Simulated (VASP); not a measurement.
# CuO (P6_3mc) in VASP: further runs

CuO is run at these levels: PBE; tasks: single point.

All numbers are computed with VASP 6.6.1; they aren't measurements. Logs are shortened: lines on timing, memory, paths and dates and some standing lists are left out, and cuts for length are marked.

## (1) The cell of the first run

The structure is hexagonal, space group P6_3mc (No. 186). Conventional cell: a = 3.288 Å, b = 3.288 Å, c = 5.385 Å, α = 90.00°, β = 90.00°, γ = 120.00°. Cu (site symmetry 3m) has 4 O at 2.01 to 2.02 Å within 2.7 Å. O (site symmetry 3m) has 4 Cu at 2.01 to 2.02 Å within 2.7 Å.

## (2) Single point, PBE

File INCAR:

```
PREC     = Accurate       # precision mode
ENCUT    = 520            # plane-wave cutoff, eV
EDIFF    = 1E-6           # SCF threshold, eV
ISMEAR   = -1             # smearing method
SIGMA    = 0.05           # smearing width, eV
LREAL    = False          # projectors in reciprocal space
LASPH    = True           # aspherical terms in the spheres
NELM     = 80             # most SCF steps
ALGO     = Normal         # electronic algorithm
ISIF     = 2              # what is computed and relaxed
LWAVE    = False          # write WAVECAR
LCHARG   = False          # write CHGCAR
GGA      = PE             # functional
NBANDS   = 25             # bands
```

File KPOINTS:

```
regular mesh
0
Gamma
  5 5 3
```

File POSCAR:

```
CuO
1.0
    3.2880244300      0.0000000000      0.0000000000
   -1.6440122100      2.8475126800      0.0000000000
    0.0000000000      0.0000000000      5.3850248600
Cu O
2 2
Direct
    0.6666666667      0.3333333333      0.0000000000
    0.3333333333      0.6666666667      0.5000000000
    0.6666666667      0.3333333333      0.6252000000
    0.3333333333      0.6666666667      0.1252000000
```

Potentials or basis: VASP PAW PBE potentials, release 64 (Cu, O).

On the command line:

```
$ cat potpaw_PBE.64/Cu/POTCAR potpaw_PBE.64/O/POTCAR > POTCAR
$ mpirun -np 1 vasp_std > vasp.out
```

OUTCAR:

```text
PREC = Accurate
   ENCUT = 520
   EDIFF = 1E-6
   ISMEAR = -1
   LREAL = False
   LASPH = True
   NELM = 80
   ISIF = 2
   GGA = PE

 ion  position               nearest neighbor table
   1  0.667  0.333  0.000-   4 2.01   4 2.01   4 2.01   3 2.02
   2  0.333  0.667  0.500-   3 2.01   3 2.01   3 2.01   4 2.02
   3  0.667  0.333  0.625-   2 2.01   2 2.01   2 2.01   1 2.02
   4  0.333  0.667  0.125-   1 2.01   1 2.01   1 2.01   2 2.02

  LATTYP: Found a hexagonal cell.
 ALAT       =     3.2880244300
 C/A-ratio  =     1.6377691148

  Lattice vectors:

 A1 = (   3.2880244300,   0.0000000000,   0.0000000000)
 A2 = (  -1.6440122100,   2.8475126800,   0.0000000000)
 A3 = (   0.0000000000,   0.0000000000,   5.3850248600)

Analysis of symmetry for initial positions (statically):
=====================================================================
 Subroutine PRICEL returns:
 Original cell was already a primitive cell.

 Routine SETGRP: Setting up the symmetry group for a
 hexagonal supercell.

 Subroutine GETGRP returns: Found 12 space group operations
 (whereof  6 operations were pure point group operations)
 out of a pool of 24 trial point group operations.

The static configuration has the point symmetry C_3v.
 The point group associated with its full space group is C_6v.

Analysis of symmetry for dynamics (positions and initial velocities):
=====================================================================
 Subroutine PRICEL returns:
 Original cell was already a primitive cell.

 Routine SETGRP: Setting up the symmetry group for a
 hexagonal supercell.

 Subroutine GETGRP returns: Found 12 space group operations
 (whereof  6 operations were pure point group operations)
 out of a pool of 24 trial point group operations.

The dynamic configuration has the point symmetry C_3v.
 The point group associated with its full space group is C_6v.

 Subroutine INISYM returns: Found 12 space group operations
 (whereof  6 operations are pure point group operations),
 and found     1 'primitive' translations

----------------------------------------------------------------------------------------

                                     Primitive cell

  volume of cell :      50.4183

  direct lattice vectors                    reciprocal lattice vectors
     3.288024430  0.000000000  0.000000000     0.304133993  0.175591843  0.000000000
    -1.644012210  2.847512680  0.000000000     0.000000000  0.351183686  0.000000000
     0.000000000  0.000000000  5.385024860     0.000000000  0.000000000  0.185700164

  length of vectors
     3.288024430  3.288024423  5.385024860     0.351183686  0.351183686  0.185700164

  position of ions in fractional coordinates (direct lattice)
     0.666666667  0.333333333  0.000000000
     0.333333333  0.666666667  0.500000000
     0.666666667  0.333333333  0.625200000
     0.333333333  0.666666667  0.125200000

  ion indices of the primitive-cell ions
   primitive index   ion index
                 1           1
                 2           2
                 3           3
                 4           4

----------------------------------------------------------------------------------------

 KPOINTS: regular mesh

Automatic generation of k-mesh.
 Grid dimensions read from file:
 generate k-points for:    5    5    3

 Generating k-lattice:

  Cartesian coordinates                     Fractional coordinates (reciprocal lattice)
     0.060826799  0.035118369  0.000000000     0.200000000 -0.000000000  0.000000000
     0.000000000  0.070236737  0.000000000     0.000000000  0.200000000  0.000000000
     0.000000000  0.000000000  0.061900055     0.000000000  0.000000000  0.333333333

  Length of vectors
     0.070236737  0.070236737  0.061900055

  Shift w.r.t. Gamma in fractional coordinates (k-lattice)
     0.000000000  0.000000000  0.000000000

 Subroutine IBZKPT returns following result:
 ===========================================

 Found     10 irreducible k-points:

 Following reciprocal coordinates:
            Coordinates               Weight
  0.000000  0.000000  0.000000      1.000000
  0.200000 -0.000000  0.000000      6.000000
  0.400000 -0.000000  0.000000      6.000000
  0.200000  0.200000  0.000000      6.000000
  0.400000  0.200000  0.000000      6.000000
  0.000000  0.000000  0.333333      2.000000
  0.200000 -0.000000  0.333333     12.000000
  0.400000 -0.000000  0.333333     12.000000
  0.200000  0.200000  0.333333     12.000000
  0.400000  0.200000  0.333333     12.000000
   k-points           NKPTS =     10   k-points in BZ     NKDIM =     10   number of bands    NBANDS=     25
   number of dos      NEDOS =    301   number of ions     NIONS =      4
   total plane-waves  NPLWV =  23040
   dimension x,y,z NGX =    24 NGY =   24 NGZ =   40
   dimension x,y,z NGXF=    48 NGYF=   48 NGZF=   80
   ions per type =               2   2
   NGX,Y,Z   is equivalent  to a cutoff of  12.13, 12.13, 12.35 a.u.
   NGXF,Y,Z  is equivalent  to a cutoff of  24.27, 24.27, 24.70 a.u.
 SYSTEM =  unknown system
   PREC   = accura    normal or accurate (medium, high low for compatibility)
   ISTART =      0    job   : 0-new  1-cont  2-samecut
   ICHARG =      2    charge: 1-file 2-atom 10-const
   ISPIN  =      1    spin polarized calculation?
   LNONCOLLINEAR =      F non collinear calculations
   LSORBIT =      F    spin-orbit coupling
   LASPH  =      T    aspherical Exc in radial PAW
   ENCUT  =  520.0 eV  38.22 Ry    6.18 a.u.   6.11  6.11 10.01*2*pi/ulx,y,z
   NELM   =     80;   NELMIN=  2; NELMDL= -5     # of ELM steps
   EDIFF  = 0.1E-05   stopping-criterion for ELM
   LREAL  =      F    real-space projection
   EDIFFG = 0.1E-04   stopping-criterion for IOM
   NSW    =      0    number of steps for IOM
   IBRION =     -1    ionic relax: 0-MD 1-quasi-New 2-CG
   NFREE  =      0    steps in history (QN), initial steepest desc. (CG)
   ISIF   =      2    stress and relaxation
   ISYM   =      2    0-nonsym 1-usesym 2-fastsym
   POTIM  = 0.5000    time-step for ionic-motion
   TEBEG  =    0.0;   TEEND  =   0.0 temperature during run
   PSTRESS=    0.0 pullay stress
   NELECT =      34.0000    total number of electrons
   NUPDOWN=      -1.0000    fix difference up-down
   EMIN   =  10.00;   EMAX   =-10.00  energy-range for DOS
   EFERMI =   0.00;   METHOD = LEGACY
   ISMEAR =    -1;   SIGMA  =   0.05  broadening in eV -4-tet -1-fermi 0-gaus
   EFERMI_NEDOS =   21; number of points for ismear=-14 and -15
   IALGO  =     38    algorithm
   IMIX   =      4    mixing-type and parameters
     AMIX     =   0.40;   BMIX     =  1.00
     AMIX_MAG =   1.60;   BMIX_MAG =  1.00
  volume/ion in A,a.u.               =      12.60        85.06
  Fermi-wavevector in a.u.,A,eV,Ry     =   1.435616  2.712921 28.041522  2.060994
  Thomas-Fermi vector in A             =   2.554895
   LORBIT       =      0    0 simple, 1 ext, 2 COOP (PROOUT), +10 PAW based schemes
   GGA     = PE    functional components
   LHFCALC =     F    Hartree Fock is set to
   AEXX    =    0.0000 exact exchange contribution
   IVDW    =     0    specifies the selected vdW correction
   LEPSILON=     F    determine dielectric tensor
   LRPA    =     F    only Hartree local field effects (RPA)
 non-spin polarized calculation
  energy-cutoff  :      520.00
  volume of cell :       50.42
 maximum number of plane-waves:      1368
   NGX = 13   NGY = 13   NGZ = 21

 number of electron      34.0000003 magnetization

 Free energy of the ion-electron system (eV)
  ---------------------------------------------------
  ext. energy  EPLUGINS =         0.00000000
  ---------------------------------------------------
  free energy    TOTEN  =       -18.97750842 eV

  energy without entropy =      -18.92184600  energy(sigma->0) =      -18.94967721

 E-fermi :   3.0638     XC(G=0): -10.5685

 val. band max:        3.0156987629   @ k =   0.2000   0.2000   0.3333
 cond. band min:       3.1013507939   @ k =   0.0000   0.0000   0.0000
 fundamental gap:      0.0856520310
 Fermi energy:         3.0638060230

 k-point     1 :       0.0000    0.0000    0.0000
  band No.  band energies     occupation
      1     -15.2005      2.00000
      2     -14.6564      2.00000
      3      -2.2944      2.00000
      4      -1.2387      2.00000
      5      -1.2387      2.00000
      6      -1.2293      2.00000
[... 17 lines left out ...]
     24      17.1465      0.00000
     25      17.6598      0.00000

 k-point     2 :       0.2000   -0.0000    0.0000
  band No.  band energies     occupation
      1     -15.0368      2.00000
      2     -14.5846      2.00000
      3      -1.9769      2.00000
      4      -1.6437      2.00000
      5      -1.3055      2.00000
      6      -1.1506      2.00000
[... 17 lines left out ...]
     24      16.6553      0.00000
     25      17.0924      0.00000

 k-point     3 :       0.4000   -0.0000    0.0000
  band No.  band energies     occupation
      1     -14.7287      2.00000
      2     -14.4973      2.00000
      3      -2.1223      2.00000
      4      -1.8147      2.00000
      5      -1.2783      2.00000
      6      -1.0292      2.00000
[... 17 lines left out ...]
     24      15.3576      0.00000
     25      16.6898      0.00000

 k-point     4 :       0.2000    0.2000    0.0000
  band No.  band energies     occupation
      1     -14.7973      2.00000
      2     -14.5072      2.00000
      3      -1.9252      2.00000
      4      -1.6141      2.00000
      5      -1.3822      2.00000
      6      -1.1023      2.00000
[... 17 lines left out ...]
     24      15.1878      0.00000
     25      15.2387      0.00000
[... 85 lines left out ...]
 k-point     8 :       0.4000   -0.0000    0.3333
  band No.  band energies     occupation
      1     -14.6681      2.00000
      2     -14.5522      2.00000
      3      -2.2862      2.00000
      4      -2.1746      2.00000
      5      -1.0558      2.00000
      6      -0.9638      2.00000
[... 17 lines left out ...]
     24      15.6551      0.00000
     25      16.7651      0.00000

 k-point     9 :       0.2000    0.2000    0.3333
  band No.  band energies     occupation
      1     -14.7228      2.00000
      2     -14.5775      2.00000
      3      -2.0912      2.00000
      4      -2.0553      2.00000
      5      -1.2220      2.00000
      6      -1.1583      2.00000
[... 17 lines left out ...]
     24      14.2932      0.00000
     25      15.7276      0.00000

 k-point    10 :       0.4000    0.2000    0.3333
  band No.  band energies     occupation
      1     -14.5739      2.00000
      2     -14.5219      2.00000
      3      -2.0570      2.00000
      4      -2.0034      2.00000
      5      -1.2823      2.00000
      6      -1.2504      2.00000
[... 17 lines left out ...]
     24      13.6965      0.00000
     25      16.8349      0.00000

------------------------ aborting loop because EDIFF is reached ----------------------------------------

  FORCE on cell =-STRESS in cart. coord.  units (eV):
  Direction    XX          YY          ZZ          XY          YZ          ZX
  --------------------------------------------------------------------------------------
  -------------------------------------------------------------------------------------
  Total       -2.7428425     -2.7428425     -2.5557467     -0.0000000      0.0000000      0.0000000
  in kB      -87.1611685    -87.1611682    -81.2156969     -0.0000002      0.0000000      0.0000000
  external PRESSURE =     -85.1793445 kB  Pullay stress =       0.0000000 kB

 VOLUME and BASIS-vectors are now :
 -----------------------------------------------------------------------------
  energy-cutoff  :      520.00
  volume of cell :       50.42
      direct lattice vectors                 reciprocal lattice vectors
     3.288024430  0.000000000  0.000000000     0.304133993  0.175591843  0.000000000
    -1.644012210  2.847512680  0.000000000     0.000000000  0.351183686  0.000000000
     0.000000000  0.000000000  5.385024860     0.000000000  0.000000000  0.185700164

 POSITION                                       TOTAL-FORCE (eV/Angst)
 -----------------------------------------------------------------------------------
      1.64401      0.94917      0.00000         0.000000      0.000000     -0.060566
      0.00000      1.89834      2.69251        -0.000000     -0.000000     -0.060566
      1.64401      0.94917      3.36672        -0.000000     -0.000000      0.060566
      0.00000      1.89834      0.67421         0.000000      0.000000      0.060566
 -----------------------------------------------------------------------------------
    total drift:                               -0.000000     -0.000000     -0.000019

  FREE ENERGIE OF THE ION-ELECTRON SYSTEM (eV)
  ---------------------------------------------------
  free  energy   TOTEN  =       -18.9775084208 eV

  energy  without entropy=      -18.9218459989  energy(sigma->0) =      -18.94967721
```

Wall time 11 s (1 thread of Intel Xeon 6975P-C (Granite Rapids), shared host); peak memory 0.15 GiB.

What came out:

* Free energy: -18.9775 eV
* Pressure: -8.5 GPa
* Largest force: 0.061 eV/Å
* Band gap on the k mesh: zero (band 17 reaches 3.81 eV, above the bottom of band 18 at 2.82 eV)

Forces in eV/Å, atoms in the order of the input:
```
Cu   0.000  0.000 -0.061
Cu   0.000  0.000 -0.061
O    0.000  0.000  0.061
O    0.000  0.000  0.061
```

Levels at points of the mesh, in eV from the Fermi level:
| k point | band 13 | band 14 | band 15 | band 16 | band 17 | band 18 | band 19 | band 20 |
| --- | --- | --- | --- | --- | --- | --- | --- | --- |
| (0.00, 0.00, 0.00) | -1.59 | 0.04 | 0.04 | 0.64 | 0.75 | 0.75 | 0.98 | 5.69 |

Caveat: the k points lie up to 0.44 Å⁻¹ apart; semilocal functionals often make such compounds metallic where correlation or magnetic order opens a gap, which also shifts bond lengths. With open d or f shells a metallic result of PBE can be an artefact of self-interaction; +U or a hybrid may open a gap.

## (3) Single point, PBE

This run uses another cell than the first one, of 11.85 Å³/atom, 0.940 times its volume.

File INCAR:

```
  PREC = Accurate
  ENCUT = 520
  EDIFF = 1E-6
  ISMEAR = -1
  SIGMA = 0.05
  LREAL = F
  LASPH = T
  NELM = 60
  ALGO = Normal
  ISIF = 2
  LWAVE = F
  LCHARG = T
  GGA = PE
  LELF = T
  LVHAR = T
  NBANDS = 25
```

File KPOINTS:

```
regular mesh
0
Gamma
  9 9 5
```

File POSCAR:

```
CuO
1.0
    3.2209030567      0.0000000000      0.0000000000
   -1.6104515235      2.7893838657      0.0000000000
    0.0000000000      0.0000000000      5.2750955479
Cu O
2 2
Direct
    0.6666666667      0.3333333333      0.0000000000
    0.3333333333      0.6666666667      0.5000000000
    0.6666666667      0.3333333333      0.6252000000
    0.3333333333      0.6666666667      0.1252000000
```

Potentials or basis: VASP PAW PBE potentials, release 64 (Cu, O).

On the command line:

```
$ cat potpaw_PBE.64/Cu/POTCAR potpaw_PBE.64/O/POTCAR > POTCAR
$ mpirun -np 1 vasp_std > vasp.out
```

It took 18 s on 1 thread of Intel Xeon 6975P-C (Granite Rapids), shared host; peak memory 0.17 GiB.

The run converged. Its results:

```
Free energy            : -19.0891 eV
Pressure               : -2.0 GPa
Largest force          : 0.099 eV/Å
Band gap on the k mesh : zero (band 17 reaches 4.55 eV, above the bottom of band 18 at 3.11 eV)
```

Forces in eV/Å, atoms in the order of the input:
```
Cu   0.000  0.000 -0.099
Cu   0.000  0.000 -0.099
O    0.000  0.000  0.099
O    0.000  0.000  0.099
```

Stress tensor (GPa, compression positive):
```
-2.59  0.00  0.00
 0.00 -2.59  0.00
 0.00  0.00 -0.71
```

Levels at points of the mesh, in eV from the Fermi level:
| k point | band 15 | band 16 | band 17 | band 18 | band 19 | band 20 |
| --- | --- | --- | --- | --- | --- | --- |
| (0.00, 0.00, 0.00) | 0.02 | 0.68 | 0.80 | 0.80 | 1.05 | 5.92 |

Caveat: semilocal functionals often make such compounds metallic where correlation or magnetic order opens a gap, which also shifts bond lengths.

## (4) Single point, PBE

This run uses another cell than the first one, of 12.10 Å³/atom, 0.960 times its volume.

File INCAR:

```
SYSTEM = CuO
  PREC = Accurate
  ENCUT = 520
  EDIFF = 1E-6
  ISMEAR = -1
  SIGMA = 0.05
  LREAL = .FALSE.
  LASPH = .TRUE.
  NELM = 80
  ALGO = Normal
  ISIF = 2
  LWAVE = .FALSE.
  LCHARG = .FALSE.
  GGA = PE
  NBANDS = 25
```

File KPOINTS:

```
Automatic mesh
0
G
  9 9 5
  0 0 0
```

File POSCAR:

```
CuO
1.0
    3.2435862200      0.0000000000      0.0000000000
   -1.6217931051      2.8090280613      0.0000000000
    0.0000000000      0.0000000000      5.3122453321
Cu O
2 2
Direct
    0.6666666667      0.3333333333      0.0000000000
    0.3333333333      0.6666666667      0.5000000000
    0.6666666667      0.3333333333      0.6252000000
    0.3333333333      0.6666666667      0.1252000000
```

On the command line:

```
$ cat potpaw_PBE.64/Cu/POTCAR potpaw_PBE.64/O/POTCAR > POTCAR
$ mpirun -np 1 vasp_std > vasp.out
```

Wall time 18 s (1 thread of Intel Xeon 6975P-C (Granite Rapids), shared host); peak memory 0.17 GiB.

Results (log left out):

```
Free energy            : -19.0702 eV
Pressure               : -4.5 GPa
Largest force          : 0.089 eV/Å
Band gap on the k mesh : zero (band 17 reaches 4.29 eV, above the bottom of band 18 at 2.89 eV)
```

Forces on the atoms (eV/Å):
```
Cu   0.000  0.000 -0.089
Cu   0.000  0.000 -0.089
O    0.000  0.000  0.089
O    0.000  0.000  0.089
```

Stress tensor (GPa, compression positive):
```
-5.06  0.00  0.00
 0.00 -5.06  0.00
 0.00  0.00 -3.38
```

Levels at points of the mesh, in eV from the Fermi level:
| k point | band 14 | band 15 | band 16 | band 17 | band 18 | band 19 | band 20 | band 21 |
| --- | --- | --- | --- | --- | --- | --- | --- | --- |
| (0.00, 0.00, 0.00) | 0.02 | 0.02 | 0.67 | 0.78 | 0.78 | 1.02 | 5.84 | 7.88 |

Caveat: semilocal functionals often make such compounds metallic where correlation or magnetic order opens a gap, which also shifts bond lengths.

[end of part 1 of 2]
